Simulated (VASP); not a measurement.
# Os (Fm-3m) in VASP: notebook

Runs on Os. Level: r2SCAN. Tasks: single point.

All numbers are computed with VASP 6.6.1; they aren't measurements. Logs are shortened: lines on timing, memory, paths and dates and some standing lists are left out, and cuts for length are marked.

### Step 1. The cell of the first run

It takes space group Fm-3m (No. 225, cubic). Conventional cell: a = 3.890 Å, b = 3.890 Å, c = 3.890 Å, α = 90.00°, β = 90.00°, γ = 90.00°. Os (site symmetry m-3m) has 12 Os at 2.75 Å within 3.6 Å.

This isn't the form of Os at room conditions, which is hcp.

### Step 2. Single point, r2SCAN

POSCAR

```
Os
1.0
    0.0000000000      1.9450000000      1.9450000000
    1.9450000000      0.0000000000      1.9450000000
    1.9450000000      1.9450000000      0.0000000000
Os
1
Direct
    0.0000000000      0.0000000000      0.0000000000
```

INCAR.step1

```
ALGO = Normal
EDIFF = 1E-4
ENCUT = 520
GGA = PE
ISMEAR = 0
LASPH = True
LCHARG = False
LREAL = False
LWAVE = True
NBANDS = 10
NELM = 100
PREC = Accurate
SIGMA = 0.15
```

INCAR.step2

```
ALGO = Normal
EDIFF = 1E-6
ENCUT = 520
ISIF = 2
ISMEAR = 0
ISTART = 1
LASPH = True
LCHARG = False
LMIXTAU = True
LREAL = False
LWAVE = False
METAGGA = R2SCAN
NBANDS = 10
NELM = 100
PREC = Accurate
SIGMA = 0.15
```

KPOINTS

```
k-points
0
Gamma
  20 20 20
```

Potentials or basis: VASP PAW PBE potentials, release 64 (Os).

Launch:

```
cat potpaw_PBE.64/Os/POTCAR > POTCAR
cp INCAR.step1 INCAR
mpirun -np 1 vasp_std > vasp.out
cp INCAR.step2 INCAR
mpirun -np 1 vasp_std > vasp.out
```

OUTCAR:

```text
EDIFF = 1E-6
   ENCUT = 520
   ISIF = 2
   ISMEAR = 0
   ISTART = 1
   LASPH = True
   LREAL = False
   METAGGA = R2SCAN
   NELM = 100
   PREC = Accurate

 ion  position               nearest neighbor table
   1  0.000  0.000  0.000-

  LATTYP: Found a face centered cubic cell.
 ALAT       =     3.8900000000

  Lattice vectors:

 A1 = (   0.0000000000,   1.9450000000,   1.9450000000)
 A2 = (   1.9450000000,   0.0000000000,   1.9450000000)
 A3 = (   1.9450000000,   1.9450000000,   0.0000000000)

Analysis of symmetry for initial positions (statically):
=====================================================================
 Subroutine PRICEL returns:
 Original cell was already a primitive cell.

 Routine SETGRP: Setting up the symmetry group for a
 face centered cubic supercell.

 Subroutine GETGRP returns: Found 48 space group operations
 (whereof 48 operations were pure point group operations)
 out of a pool of 48 trial point group operations.

The static configuration has the point symmetry O_h .

Analysis of symmetry for dynamics (positions and initial velocities):
=====================================================================
 Subroutine PRICEL returns:
 Original cell was already a primitive cell.

 Routine SETGRP: Setting up the symmetry group for a
 face centered cubic supercell.

 Subroutine GETGRP returns: Found 48 space group operations
 (whereof 48 operations were pure point group operations)
 out of a pool of 48 trial point group operations.

The dynamic configuration has the point symmetry O_h .

 Subroutine INISYM returns: Found 48 space group operations
 (whereof 48 operations are pure point group operations),
 and found     1 'primitive' translations

----------------------------------------------------------------------------------------

                                     Primitive cell

  volume of cell :      14.7160

  direct lattice vectors                    reciprocal lattice vectors
     0.000000000  1.945000000  1.945000000    -0.257069409  0.257069409  0.257069409
     1.945000000  0.000000000  1.945000000     0.257069409 -0.257069409  0.257069409
     1.945000000  1.945000000  0.000000000     0.257069409  0.257069409 -0.257069409

  length of vectors
     2.750645379  2.750645379  2.750645379     0.445257277  0.445257277  0.445257277

  position of ions in fractional coordinates (direct lattice)
     0.000000000  0.000000000  0.000000000

  ion indices of the primitive-cell ions
   primitive index   ion index
                 1           1

----------------------------------------------------------------------------------------

 KPOINTS: k-points

Automatic generation of k-mesh.
 Grid dimensions read from file:
 generate k-points for:   20   20   20

 Generating k-lattice:

  Cartesian coordinates                     Fractional coordinates (reciprocal lattice)
    -0.012853470  0.012853470  0.012853470     0.050000000  0.000000000  0.000000000
     0.012853470 -0.012853470  0.012853470     0.000000000  0.050000000  0.000000000
     0.012853470  0.012853470 -0.012853470     0.000000000  0.000000000  0.050000000

  Length of vectors
     0.022262864  0.022262864  0.022262864

  Shift w.r.t. Gamma in fractional coordinates (k-lattice)
     0.000000000  0.000000000  0.000000000

 Subroutine IBZKPT returns following result:
 ===========================================

 Found    256 irreducible k-points:

 Following reciprocal coordinates:
            Coordinates               Weight
  0.000000  0.000000  0.000000      1.000000
  0.050000  0.000000  0.000000      8.000000
  0.100000  0.000000  0.000000      8.000000
  0.150000  0.000000  0.000000      8.000000
  0.200000  0.000000  0.000000      8.000000
  0.250000  0.000000  0.000000      8.000000
[... 16 lines left out ...]
 -0.400000  0.050000  0.000000     24.000000
 -0.350000  0.050000  0.000000     24.000000
 [... further k-points ...]
   k-points           NKPTS =    256   k-points in BZ     NKDIM =    256   number of bands    NBANDS=     10
   number of dos      NEDOS =    301   number of ions     NIONS =      1
   total plane-waves  NPLWV =   8000
   dimension x,y,z NGX =    20 NGY =   20 NGZ =   20
   dimension x,y,z NGXF=    40 NGYF=   40 NGZF=   40
   ions per type =               1
   NGX,Y,Z   is equivalent  to a cutoff of  12.09, 12.09, 12.09 a.u.
   NGXF,Y,Z  is equivalent  to a cutoff of  24.18, 24.18, 24.18 a.u.
 SYSTEM =  unknown system
   PREC   = accura    normal or accurate (medium, high low for compatibility)
   ISTART =      1    job   : 0-new  1-cont  2-samecut
   ICHARG =      0    charge: 1-file 2-atom 10-const
   ISPIN  =      1    spin polarized calculation?
   LNONCOLLINEAR =      F non collinear calculations
   LSORBIT =      F    spin-orbit coupling
   LASPH  =      T    aspherical Exc in radial PAW
   ENCUT  =  520.0 eV  38.22 Ry    6.18 a.u.   5.11  5.11  5.11*2*pi/ulx,y,z
   NELM   =    100;   NELMIN=  2; NELMDL=  0     # of ELM steps
   EDIFF  = 0.1E-05   stopping-criterion for ELM
   LREAL  =      F    real-space projection
   EDIFFG = 0.1E-04   stopping-criterion for IOM
   NSW    =      0    number of steps for IOM
   IBRION =     -1    ionic relax: 0-MD 1-quasi-New 2-CG
   NFREE  =      0    steps in history (QN), initial steepest desc. (CG)
   ISIF   =      2    stress and relaxation
   ISYM   =      2    0-nonsym 1-usesym 2-fastsym
   POTIM  = 0.5000    time-step for ionic-motion
   TEBEG  =    0.0;   TEEND  =   0.0 temperature during run
   PSTRESS=    0.0 pullay stress
   NELECT =       8.0000    total number of electrons
   NUPDOWN=      -1.0000    fix difference up-down
   EMIN   =  10.00;   EMAX   =-10.00  energy-range for DOS
   EFERMI =   0.00;   METHOD = LEGACY
   ISMEAR =     0;   SIGMA  =   0.15  broadening in eV -4-tet -1-fermi 0-gaus
   EFERMI_NEDOS =   21; number of points for ismear=-14 and -15
   IALGO  =     38    algorithm
   IMIX   =      4    mixing-type and parameters
     AMIX     =   0.40;   BMIX     =  1.00
     AMIX_MAG =   1.60;   BMIX_MAG =  1.00
  volume/ion in A,a.u.               =      14.72        99.31
  Fermi-wavevector in a.u.,A,eV,Ry     =   1.336109  2.524880 24.288947  1.785187
  Thomas-Fermi vector in A             =   2.464761
   LORBIT       =      0    0 simple, 1 ext, 2 COOP (PROOUT), +10 PAW based schemes
   METAGGA = R2SCAN    functional components
   LHFCALC =     F    Hartree Fock is set to
   AEXX    =    0.0000 exact exchange contribution
   IVDW    =     0    specifies the selected vdW correction
   LEPSILON=     F    determine dielectric tensor
   LRPA    =     F    only Hartree local field effects (RPA)
 non-spin polarized calculation
 Gauss-broadening in eV      SIGMA  =   0.15
  energy-cutoff  :      520.00
  volume of cell :       14.72
 maximum number of plane-waves:       415
   NGX = 11   NGY = 11   NGZ = 11

 number of electron       8.0000000 magnetization

 Free energy of the ion-electron system (eV)
  ---------------------------------------------------
  ext. energy  EPLUGINS =         0.00000000
  ---------------------------------------------------
  free energy    TOTEN  =       -52.82253715 eV

  energy without entropy =      -52.81090551  energy(sigma->0) =      -52.81672133

 E-fermi :   8.4172     XC(G=0): -15.0527

 val. band max:        8.4150688825   @ k =  -0.0500   0.0500   0.0000
 cond. band min:       8.4313743459   @ k =   0.4000   0.3000   0.1000
 fundamental gap:      0.0163054634
 Fermi energy:         8.4172385010

 k-point     1 :       0.0000    0.0000    0.0000
  band No.  band energies     occupation
      1      -2.4547      2.00000
      2       5.5003      2.00000
      3       5.5003      2.00000
      4       5.5003      2.00000
      5       8.4072      1.07513
      6       8.4072      1.07513
      7      23.3522      0.00000
      8      29.2094      0.00000
      9      29.2094      0.00000
     10      29.2094      0.00000

 k-point     2 :       0.0500    0.0000    0.0000
  band No.  band energies     occupation
      1      -2.3381      2.00000
      2       5.4294      2.00000
      3       5.5531      2.00000
      4       5.5531      2.00000
      5       8.3699      1.34441
      6       8.3699      1.34441
      7      23.5665      0.00000
      8      28.5794      0.00000
      9      29.4111      0.00000
     10      29.4111      0.00000

 k-point     3 :       0.1000    0.0000    0.0000
  band No.  band energies     occupation
      1      -1.9980      2.00000
      2       5.2410      2.00000
      3       5.6952      2.00000
      4       5.6952      2.00000
      5       8.2820      1.79777
      6       8.2820      1.79777
      7      24.1664      0.00000
      8      27.3002      0.00000
      9      30.0021      0.00000
     10      30.0021      0.00000

 k-point     4 :       0.1500    0.0000    0.0000
  band No.  band energies     occupation
      1      -1.4661      2.00000
      2       5.0019      2.00000
      3       5.8711      2.00000
      4       5.8711      2.00000
      5       8.2175      1.94037
      6       8.2175      1.94037
      7      24.9554      0.00000
      8      25.9939      0.00000
      9      30.9415      0.00000
     10      30.9415      0.00000
[... 222 lines left out ...]
 k-point    22 :      -0.4500    0.0500    0.0000
  band No.  band energies     occupation
      1       0.9134      2.00000
      2       5.2566      2.00000
      3       5.4289      2.00000
      4       7.6727      2.00000
      5      10.5573      0.00000
      6      11.1537      0.00000
      7      17.3984      0.00000
      8      23.2128      0.00000
      9      29.0092      0.00000
     10      29.5597      0.00000

 k-point    23 :      -0.4000    0.0500    0.0000
  band No.  band energies     occupation
      1       0.9094      2.00000
      2       5.3578      2.00000
      3       5.5019      2.00000
      4       6.9667      2.00000
      5      10.1237      0.00000
      6      10.8641      0.00000
      7      18.4658      0.00000
      8      23.5939      0.00000
      9      29.4088      0.00000
     10      30.5325      0.00000

 k-point    24 :      -0.3500    0.0500    0.0000
  band No.  band energies     occupation
      1       0.8468      2.00000
      2       5.5181      2.00000
      3       5.6405      2.00000
      4       6.0276      2.00000
      5       9.5359      0.00000
      6      10.3711      0.00000
      7      19.9429      0.00000
      8      24.3297      0.00000
      9      30.2826      0.00000
     10      32.0051      0.00000

 [... further k-points ...]

------------------------ aborting loop because EDIFF is reached ----------------------------------------

  FORCE on cell =-STRESS in cart. coord.  units (eV):
  Direction    XX          YY          ZZ          XY          YZ          ZX
  --------------------------------------------------------------------------------------
  -------------------------------------------------------------------------------------
  Total       -1.4991982     -1.4991982     -1.4991982      0.0000000     -0.0000000      0.0000000
  in kB     -163.2227981   -163.2227981   -163.2227981      0.0000000     -0.0000000      0.0000000
  external PRESSURE =    -163.2227981 kB  Pullay stress =       0.0000000 kB

 VOLUME and BASIS-vectors are now :
 -----------------------------------------------------------------------------
  energy-cutoff  :      520.00
  volume of cell :       14.72
      direct lattice vectors                 reciprocal lattice vectors
     0.000000000  1.945000000  1.945000000    -0.257069409  0.257069409  0.257069409
     1.945000000  0.000000000  1.945000000     0.257069409 -0.257069409  0.257069409
     1.945000000  1.945000000  0.000000000     0.257069409  0.257069409 -0.257069409

 POSITION                                       TOTAL-FORCE (eV/Angst)
 -----------------------------------------------------------------------------------
      0.00000      0.00000      0.00000         0.000000      0.000000      0.000000
 -----------------------------------------------------------------------------------
    total drift:                                0.000000      0.000000     -0.000000

  FREE ENERGIE OF THE ION-ELECTRON SYSTEM (eV)
  ---------------------------------------------------
  free  energy   TOTEN  =       -52.8225371522 eV

  energy  without entropy=      -52.8109055054  energy(sigma->0) =      -52.81672133
```

Run time: 2.5 min. Hardware: 1 thread of Intel Xeon 8259CL, shared host; peak memory 0.16 GiB.

What came out:

- Free energy: -52.8225 eV
- Pressure: -16.3 GPa
- Band gap on the k mesh: zero (bands 4 and 5 overlap by 3.79 eV)

Caveat: the cell stands under tension; the PAW data sets were made with another functional, which shifts forces and pressure a little; spin-orbit coupling is left out, which moves the levels of the heavy elements.

### Step 3. Single point, r2SCAN

POSCAR is that of step 2.

INCAR.step1

```
ALGO = Normal
EDIFF = 1E-4
ENCUT = 520
GGA = PE
ISMEAR = 0
LASPH = T
LCHARG = F
LREAL = F
LWAVE = T
NBANDS = 10
NELM = 60
PREC = Accurate
SIGMA = 0.15
```

INCAR.step2

```
ALGO = Normal
EDIFF = 1E-7
ENCUT = 520
ISIF = 2
ISMEAR = 0
ISTART = 1
LASPH = T
LCHARG = F
LMIXTAU = T
LREAL = F
LWAVE = F
METAGGA = R2SCAN
NBANDS = 10
NELM = 60
PREC = Accurate
SIGMA = 0.15
```

KPOINTS

```
k-points
0
Gamma
  24 24 24
```

Potentials or basis: VASP PAW PBE potentials, release 64 (Os).

Launch:

```
cat potpaw_PBE.64/Os/POTCAR > POTCAR
cp INCAR.step1 INCAR
mpirun -np 1 vasp_std > vasp.out
cp INCAR.step2 INCAR
mpirun -np 1 vasp_std > vasp.out
```

Wall time 4.1 min (1 thread of Intel Xeon 8259CL, shared host); peak memory 0.18 GiB.

The run converged. Its results:

```
Free energy            : -52.8232 eV
Pressure               : -16.3 GPa
Band gap on the k mesh : zero (bands 4 and 5 overlap by 3.67 eV)
```

Levels at points of the mesh, in eV from the Fermi level:
```csv
k point,band 2,band 3,band 4,band 5,band 6,band 7
"(0.00, 0.00, 0.00)",-2.88,-2.88,-2.88,0.03,0.03,14.97
"(0.50, 0.00, 0.00)",-3.05,-3.05,-0.22,2.35,2.35,8.84
"(0.50, 0.50, 0.00)",-6.69,2.29,2.31,3.02,3.02,12.13
```

Caveat: the cell stands under tension; the PAW data sets were made with another functional, which shifts forces and pressure a little; spin-orbit coupling is left out, which moves the levels of the heavy elements.
